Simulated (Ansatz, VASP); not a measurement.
# One calculation of Te, two programs

```
CELL_PARAMETERS angstrom
3.00192 0.00000 0.00000
0.00000 3.00192 0.00000
0.00000 0.00000 3.00192
ATOMIC_POSITIONS crystal
Te 0.00000 0.00000 0.00000
```

Alike in both runs: task single point; functional LDA; k mesh 11 × 11 × 11; occupations fermi-dirac, width 0.1 eV; no spin polarisation.

```csv
,VASP,Ansatz
version,VASP 6.6.1,Ansatz 0.2.0
potentials or method,"VASP PAW LDA potentials, release 64 (Te), cutoff 520 eV","plane waves (420 eV) with PAW, scalar-relativistic"
valence electrons in the cell,6,16
```

Ansatz gave:

* pressure (GPa): 10.6

Problem. What did VASP give for the same quantities?

Solution. Pressure (GPa): 10.9.

Ansatz warns that its potentials were made for another functional, while VASP's fit it. LDA's correlation is that of Perdew and Zunger in VASP and of Perdew and Wang (1992) in Ansatz. VASP's potentials hold 6 valence electrons a cell and Ansatz's 16, so a difference there can come from the potentials and not from the codes.

Neither program's run includes spin-orbit coupling.
